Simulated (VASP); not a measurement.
# Ca (Fm-3m) in VASP: further runs

Ca is run at these levels: LDA; tasks: single point.

Everything below comes from runs of VASP 6.6.1. Logs are shortened: lines on timing, memory, paths and dates and some standing lists are left out, and cuts for length are marked.

### 1 The cell of the first run

The structure is cubic, space group Fm-3m (No. 225). Conventional cell: a = 4.854 Å, b = 4.854 Å, c = 4.854 Å, α = 90.00°, β = 90.00°, γ = 90.00°. Within 4.5 Å of Ca (site symmetry m-3m) lie 12 Ca at 3.43 Å.

### 2 Single point, LDA (volume scaled by 0.75)

Input file INCAR:

```
SYSTEM = Ca
  PREC = Accurate
  ENCUT = 520
  EDIFF = 1E-7
  ISMEAR = -1
  SIGMA = 0.08
  LREAL = .FALSE.
  LASPH = .TRUE.
  NELM = 60
  ALGO = Normal
  ISIF = 2
  LWAVE = .FALSE.
  LCHARG = .TRUE.
  LELF = .TRUE.
  LVHAR = .TRUE.
  NBANDS = 11
```

Input file KPOINTS:

```
Automatic mesh
0
G
  12 12 12
  0 0 0
```

Input file POSCAR:

```
Ca
1.0
    0.0000000000      2.4271865354      2.4271865354
    2.4271865354      0.0000000000      2.4271865354
    2.4271865354      2.4271865354      0.0000000000
Ca
1
Direct
    0.0000000000      0.0000000000      0.0000000000
```

Potentials or basis: VASP PAW LDA potentials, release 64 (Ca_sv).

Run with:

```sh
$ cat potpaw_LDA.64/Ca_sv/POTCAR > POTCAR
$ mpirun -np 1 vasp_std > vasp.out
```

OUTCAR:

```text
SYSTEM = Ca
   PREC = Accurate
   ENCUT = 520
   EDIFF = 1E-7
   ISMEAR = -1
   LREAL = .FALSE.
   LASPH = .TRUE.
   NELM = 60
   ISIF = 2

 ion  position               nearest neighbor table
   1  0.000  0.000  0.000-

  LATTYP: Found a face centered cubic cell.
 ALAT       =     4.8543730708

  Lattice vectors:

 A1 = (   0.0000000000,   2.4271865354,   2.4271865354)
 A2 = (   2.4271865354,   0.0000000000,   2.4271865354)
 A3 = (   2.4271865354,   2.4271865354,   0.0000000000)

Analysis of symmetry for initial positions (statically):
=====================================================================
 Subroutine PRICEL returns:
 Original cell was already a primitive cell.

 Routine SETGRP: Setting up the symmetry group for a
 face centered cubic supercell.

 Subroutine GETGRP returns: Found 48 space group operations
 (whereof 48 operations were pure point group operations)
 out of a pool of 48 trial point group operations.

The static configuration has the point symmetry O_h .

Analysis of symmetry for dynamics (positions and initial velocities):
=====================================================================
 Subroutine PRICEL returns:
 Original cell was already a primitive cell.

 Routine SETGRP: Setting up the symmetry group for a
 face centered cubic supercell.

 Subroutine GETGRP returns: Found 48 space group operations
 (whereof 48 operations were pure point group operations)
 out of a pool of 48 trial point group operations.

The dynamic configuration has the point symmetry O_h .

 Subroutine INISYM returns: Found 48 space group operations
 (whereof 48 operations are pure point group operations),
 and found     1 'primitive' translations

----------------------------------------------------------------------------------------

                                     Primitive cell

  volume of cell :      28.5983

  direct lattice vectors                    reciprocal lattice vectors
     0.000000000  2.427186535  2.427186535    -0.205999824  0.205999824  0.205999824
     2.427186535  0.000000000  2.427186535     0.205999824 -0.205999824  0.205999824
     2.427186535  2.427186535  0.000000000     0.205999824  0.205999824 -0.205999824

  length of vectors
     3.432560117  3.432560117  3.432560117     0.356802162  0.356802162  0.356802162

  position of ions in fractional coordinates (direct lattice)
     0.000000000  0.000000000  0.000000000

  ion indices of the primitive-cell ions
   primitive index   ion index
                 1           1

----------------------------------------------------------------------------------------

 KPOINTS: Automatic mesh

Automatic generation of k-mesh.
 Grid dimensions read from file:
 generate k-points for:   12   12   12

 Generating k-lattice:

  Cartesian coordinates                     Fractional coordinates (reciprocal lattice)
    -0.017166652  0.017166652  0.017166652     0.083333333  0.000000000  0.000000000
     0.017166652 -0.017166652  0.017166652     0.000000000  0.083333333  0.000000000
     0.017166652  0.017166652 -0.017166652     0.000000000  0.000000000  0.083333333

  Length of vectors
     0.029733514  0.029733514  0.029733514

  Shift w.r.t. Gamma in fractional coordinates (k-lattice)
     0.000000000  0.000000000  0.000000000

 Subroutine IBZKPT returns following result:
 ===========================================

 Found     72 irreducible k-points:

 Following reciprocal coordinates:
            Coordinates               Weight
  0.000000  0.000000  0.000000      1.000000
  0.083333  0.000000  0.000000      8.000000
  0.166667  0.000000  0.000000      8.000000
  0.250000  0.000000  0.000000      8.000000
  0.333333  0.000000  0.000000      8.000000
  0.416667  0.000000  0.000000      8.000000
[... 16 lines left out ...]
  0.500000  0.166667  0.000000     24.000000
 -0.416667  0.166667  0.000000     24.000000
 [... further k-points ...]
   k-points           NKPTS =     72   k-points in BZ     NKDIM =     72   number of bands    NBANDS=     11
   number of dos      NEDOS =    301   number of ions     NIONS =      1
   total plane-waves  NPLWV =  21952
   dimension x,y,z NGX =    28 NGY =   28 NGZ =   28
   dimension x,y,z NGXF=    56 NGYF=   56 NGZF=   56
   ions per type =               1
   NGX,Y,Z   is equivalent  to a cutoff of  13.56, 13.56, 13.56 a.u.
   NGXF,Y,Z  is equivalent  to a cutoff of  27.12, 27.12, 27.12 a.u.
 SYSTEM =  Ca
   PREC   = accura    normal or accurate (medium, high low for compatibility)
   ISTART =      0    job   : 0-new  1-cont  2-samecut
   ICHARG =      2    charge: 1-file 2-atom 10-const
   ISPIN  =      1    spin polarized calculation?
   LNONCOLLINEAR =      F non collinear calculations
   LSORBIT =      F    spin-orbit coupling
   LASPH  =      T    aspherical Exc in radial PAW
   ENCUT  =  520.0 eV  38.22 Ry    6.18 a.u.   6.38  6.38  6.38*2*pi/ulx,y,z
   NELM   =     60;   NELMIN=  2; NELMDL= -5     # of ELM steps
   EDIFF  = 0.1E-06   stopping-criterion for ELM
   LREAL  =      F    real-space projection
   EDIFFG = 0.1E-05   stopping-criterion for IOM
   NSW    =      0    number of steps for IOM
   IBRION =     -1    ionic relax: 0-MD 1-quasi-New 2-CG
   NFREE  =      0    steps in history (QN), initial steepest desc. (CG)
   ISIF   =      2    stress and relaxation
   ISYM   =      2    0-nonsym 1-usesym 2-fastsym
   POTIM  = 0.5000    time-step for ionic-motion
   TEBEG  =    0.0;   TEEND  =   0.0 temperature during run
   PSTRESS=    0.0 pullay stress
   NELECT =      10.0000    total number of electrons
   NUPDOWN=      -1.0000    fix difference up-down
   EMIN   =  10.00;   EMAX   =-10.00  energy-range for DOS
   EFERMI =   0.00;   METHOD = LEGACY
   ISMEAR =    -1;   SIGMA  =   0.08  broadening in eV -4-tet -1-fermi 0-gaus
   EFERMI_NEDOS =   21; number of points for ismear=-14 and -15
   IALGO  =     38    algorithm
   IMIX   =      4    mixing-type and parameters
     AMIX     =   0.40;   BMIX     =  1.00
     AMIX_MAG =   1.60;   BMIX_MAG =  1.00
  volume/ion in A,a.u.               =      28.60       192.99
  Fermi-wavevector in a.u.,A,eV,Ry     =   1.153351  2.179518 18.098737  1.330220
  Thomas-Fermi vector in A             =   2.289996
   LORBIT       =      0    0 simple, 1 ext, 2 COOP (PROOUT), +10 PAW based schemes
   GGA     = CA    functional components
   LHFCALC =     F    Hartree Fock is set to
   AEXX    =    0.0000 exact exchange contribution
   IVDW    =     0    specifies the selected vdW correction
   LEPSILON=     F    determine dielectric tensor
   LRPA    =     F    only Hartree local field effects (RPA)
 non-spin polarized calculation
  energy-cutoff  :      520.00
  volume of cell :       28.60
 maximum number of plane-waves:       785
 NGX is ok and might be reduce to    28
   NGX = 13   NGY = 13   NGZ = 13

 number of electron      10.0000001 magnetization

 Free energy of the ion-electron system (eV)
  ---------------------------------------------------
  ext. energy  EPLUGINS =         0.00000000
  ---------------------------------------------------
  free energy    TOTEN  =        -2.00546555 eV

  energy without entropy =       -1.98698114  energy(sigma->0) =       -1.99622334

 E-fermi :   3.6005     XC(G=0):  -9.3276

 val. band max:        3.5772582986   @ k =  -0.3333   0.3333   0.1667
 cond. band min:       3.6324240555   @ k =  -0.4167   0.2500   0.0000
 fundamental gap:      0.0551657569
 Fermi energy:         3.6004966758

 k-point     1 :       0.0000    0.0000    0.0000
  band No.  band energies     occupation
      1     -37.1889      2.00000
      2     -18.2478      2.00000
      3     -18.2478      2.00000
      4     -18.2478      2.00000
      5      -1.0549      2.00000
      6       6.2524      0.00000
      7       6.2524      0.00000
      8       6.2524      0.00000
      9       7.9258      0.00000
     10       7.9258      0.00000
     11      14.5857      0.00000

 k-point     2 :       0.0833    0.0000    0.0000
  band No.  band energies     occupation
      1     -37.1835      2.00000
      2     -18.2865      2.00000
      3     -18.2525      2.00000
      4     -18.2525      2.00000
      5      -0.8848      2.00000
      6       6.0704      0.00000
      7       6.3226      0.00000
      8       6.3226      0.00000
      9       7.8595      0.00000
     10       7.8595      0.00000
     11      14.8784      0.00000

 k-point     3 :       0.1667    0.0000    0.0000
  band No.  band energies     occupation
      1     -37.1686      2.00000
      2     -18.3906      2.00000
      3     -18.2652      2.00000
      4     -18.2652      2.00000
      5      -0.3973      2.00000
      6       5.6240      0.00000
      7       6.4601      0.00000
      8       6.4601      0.00000
      9       7.7707      0.00000
     10       7.7707      0.00000
     11      15.1690      0.00000

 k-point     4 :       0.2500    0.0000    0.0000
  band No.  band energies     occupation
      1     -37.1481      2.00000
      2     -18.5294      2.00000
      3     -18.2825      2.00000
      4     -18.2825      2.00000
      5       0.3383      2.00000
      6       5.0943      0.00000
      7       6.4605      0.00000
      8       6.4605      0.00000
      9       7.9270      0.00000
     10       7.9270      0.00000
     11      13.7727      0.00000

 k-point     5 :       0.3333    0.0000    0.0000
  band No.  band energies     occupation
      1     -37.1275      2.00000
      2     -18.6648      2.00000
      3     -18.2997      2.00000
      4     -18.2997      2.00000
      5       1.1974      2.00000
      6       4.6097      0.00001
      7       6.2968      0.00000
      8       6.2968      0.00000
      9       8.3645      0.00000
     10       8.3645      0.00000
     11      12.5837      0.00000
[... 211 lines left out ...]
 k-point    21 :       0.3333    0.1667    0.0000
  band No.  band energies     occupation
      1     -37.1278      2.00000
      2     -18.5863      2.00000
      3     -18.3396      2.00000
      4     -18.3370      2.00000
      5       1.0997      2.00000
      6       4.6658      0.00000
      7       5.9129      0.00000
      8       6.8643      0.00000
      9       7.7437      0.00000
     10       8.6258      0.00000
     11      13.6678      0.00000

 k-point    22 :       0.4167    0.1667    0.0000
  band No.  band energies     occupation
      1     -37.1109      2.00000
      2     -18.6827      2.00000
      3     -18.3701      2.00000
      4     -18.3477      2.00000
      5       1.9323      2.00000
      6       4.2950      0.00034
      7       5.6089      0.00000
      8       6.7219      0.00000
      9       8.4547      0.00000
     10       8.9699      0.00000
     11      12.2407      0.00000

 k-point    23 :       0.5000    0.1667    0.0000
  band No.  band energies     occupation
      1     -37.1003      2.00000
      2     -18.7398      2.00000
      3     -18.3987      2.00000
      4     -18.3474      2.00000
      5       2.6599      1.99998
      6       3.9348      0.03018
      7       5.5080      0.00000
      8       6.5773      0.00000
      9       9.0596      0.00000
     10       9.1444      0.00000
     11      11.2438      0.00000

 k-point    24 :      -0.4167    0.1667    0.0000
  band No.  band energies     occupation
      1     -37.0989      2.00000
      2     -18.7445      2.00000
      3     -18.4167      2.00000
      4     -18.3363      2.00000
      5       2.8225      1.99988
      6       3.8978      0.04748
      7       5.4646      0.00000
      8       6.5173      0.00000
      9       8.7525      0.00000
     10       9.5153      0.00000
     11      11.1773      0.00000

 [... further k-points ...]

------------------------ aborting loop because EDIFF is reached ----------------------------------------

  FORCE on cell =-STRESS in cart. coord.  units (eV):
  Direction    XX          YY          ZZ          XY          YZ          ZX
  --------------------------------------------------------------------------------------
  -------------------------------------------------------------------------------------
  Total        1.5557416      1.5557416      1.5557416      0.0000000     -0.0000000     -0.0000000
  in kB       87.1582689     87.1582689     87.1582689      0.0000000     -0.0000000     -0.0000000
  external PRESSURE =      87.1582689 kB  Pullay stress =       0.0000000 kB

 VOLUME and BASIS-vectors are now :
 -----------------------------------------------------------------------------
  energy-cutoff  :      520.00
  volume of cell :       28.60
      direct lattice vectors                 reciprocal lattice vectors
     0.000000000  2.427186535  2.427186535    -0.205999824  0.205999824  0.205999824
     2.427186535  0.000000000  2.427186535     0.205999824 -0.205999824  0.205999824
     2.427186535  2.427186535  0.000000000     0.205999824  0.205999824 -0.205999824

 POSITION                                       TOTAL-FORCE (eV/Angst)
 -----------------------------------------------------------------------------------
      0.00000      0.00000      0.00000         0.000000      0.000000      0.000000
 -----------------------------------------------------------------------------------
    total drift:                               -0.000000     -0.000000     -0.000000

  FREE ENERGIE OF THE ION-ELECTRON SYSTEM (eV)
  ---------------------------------------------------
  free  energy   TOTEN  =        -2.0054655494 eV

  energy  without entropy=       -1.9869811358  energy(sigma->0) =       -1.99622334
```

It took 12 s on 1 thread of AMD EPYC 9R45 (Zen 5), shared host; peak memory 0.12 GiB.

Results:

| Quantity | Value |
| --- | --- |
| Free energy | -2.0055 eV |
| Pressure | 8.7 GPa |
| Band gap on the k mesh | 0.06 eV, indirect (least direct gap 0.19 eV) |

 A k mesh can miss the band edges.

### 3 Single point, LDA (volume scaled by 0.85)

Input file INCAR:

```
ALGO = Normal
EDIFF = 1E-6
ENCUT = 520
GGA = CA
ISIF = 2
ISMEAR = -1
LASPH = True
LCHARG = True
LELF = True
LREAL = False
LVHAR = True
LWAVE = False
NBANDS = 11
NELM = 80
PREC = Accurate
SIGMA = 0.08
```

Input file KPOINTS:

```
k-points
0
Gamma
  12 12 12
```

Input file POSCAR:

```
Ca
1.0
    0.0000000000      2.5305934232      2.5305934232
    2.5305934232      0.0000000000      2.5305934232
    2.5305934232      2.5305934232      0.0000000000
Ca
1
Direct
    0.0000000000      0.0000000000      0.0000000000
```

Potentials or basis: VASP PAW LDA potentials, release 64 (Ca_sv).

Run with:

```sh
$ cat potpaw_LDA.64/Ca_sv/POTCAR > POTCAR
$ mpirun -np 1 vasp_std > vasp.out
```

OUTCAR:

```text
EDIFF = 1E-6
   ENCUT = 520
   GGA = CA
   ISIF = 2
   ISMEAR = -1
   LASPH = True
   LREAL = False
   NELM = 80
   PREC = Accurate

 ion  position               nearest neighbor table
   1  0.000  0.000  0.000-

  LATTYP: Found a face centered cubic cell.
 ALAT       =     5.0611868464

  Lattice vectors:

 A1 = (   0.0000000000,   2.5305934232,   2.5305934232)
 A2 = (   2.5305934232,   0.0000000000,   2.5305934232)
 A3 = (   2.5305934232,   2.5305934232,   0.0000000000)

[... 511 lines left out ...]
     10       8.2774      0.00000
     11       9.5967      0.00000

 [... further k-points ...]

------------------------ aborting loop because EDIFF is reached ----------------------------------------

  FORCE on cell =-STRESS in cart. coord.  units (eV):
  Direction    XX          YY          ZZ          XY          YZ          ZX
  --------------------------------------------------------------------------------------
  -------------------------------------------------------------------------------------
  Total        0.8107803      0.8107803      0.8107803      0.0000000      0.0000000      0.0000000
  in kB       40.0789799     40.0789799     40.0789799      0.0000000      0.0000000      0.0000000
  external PRESSURE =      40.0789799 kB  Pullay stress =       0.0000000 kB

 VOLUME and BASIS-vectors are now :
 -----------------------------------------------------------------------------
  energy-cutoff  :      520.00
  volume of cell :       32.41
      direct lattice vectors                 reciprocal lattice vectors
     0.000000000  2.530593423  2.530593423    -0.197582115  0.197582115  0.197582115
     2.530593423  0.000000000  2.530593423     0.197582115 -0.197582115  0.197582115
     2.530593423  2.530593423  0.000000000     0.197582115  0.197582115 -0.197582115

 POSITION                                       TOTAL-FORCE (eV/Angst)
 -----------------------------------------------------------------------------------
      0.00000      0.00000      0.00000         0.000000     -0.000000      0.000000
 -----------------------------------------------------------------------------------
    total drift:                               -0.000000     -0.000000     -0.000000

  FREE ENERGIE OF THE ION-ELECTRON SYSTEM (eV)
  ---------------------------------------------------
  free  energy   TOTEN  =        -2.1537222028 eV

  energy  without entropy=       -2.1321188788  energy(sigma->0) =       -2.14292054
```

OSZICAR:

```text
N       E                     dE             d eps       ncg     rms          rms(c)
DAV:   1     0.675822220708E+02    0.67582E+02   -0.52797E+03  1584   0.864E+02
DAV:   2    -0.696249137611E+00   -0.68278E+02   -0.67576E+02  1739   0.214E+02
DAV:   3    -0.211322975422E+01   -0.14170E+01   -0.14008E+01  2141   0.313E+01
DAV:   4    -0.218589501680E+01   -0.72665E-01   -0.72403E-01  2100   0.572E+00
DAV:   5    -0.218716170693E+01   -0.12667E-02   -0.12666E-02  2149   0.673E-01    0.208E+00
DAV:   6    -0.216318818572E+01    0.23974E-01   -0.15527E-02  1958   0.132E+00    0.125E+00
DAV:   7    -0.215413085376E+01    0.90573E-02   -0.19003E-02  1999   0.152E+00    0.104E-01
DAV:   8    -0.215372129466E+01    0.40956E-03   -0.21013E-03  1866   0.431E-01    0.255E-02
DAV:   9    -0.215372203760E+01   -0.74294E-06   -0.55572E-05  1957   0.776E-02    0.102E-02
DAV:  10    -0.215372220277E+01   -0.16516E-06   -0.41771E-06  2360   0.130E-02
   1 F= -.21537222E+01 E0= -.21429205E+01  d E =-.216033E-01
```

stdout:

```text
POSCAR found type information on POSCAR Ca
 POSCAR found :  1 types and       1 ions
 scaLAPACK will be used
 LDA part: xc-table for (Slater(with rela. corr.)+CA(PZ))
 , standard interpolation
 POSCAR, INCAR and KPOINTS ok, starting setup
 FFT: planning ... GRIDC
 FFT: planning ... GRID_SOFT
 FFT: planning ... GRID
 WAVECAR not read
 entering main loop
```

Wall time 11 s (1 thread of AMD EPYC 9R45 (Zen 5), shared host); peak memory 0.12 GiB.

What came out:

```yaml
Free_energy: -2.1537 eV
Pressure: 4.0 GPa
```

(Continued in part 2 of 2.)
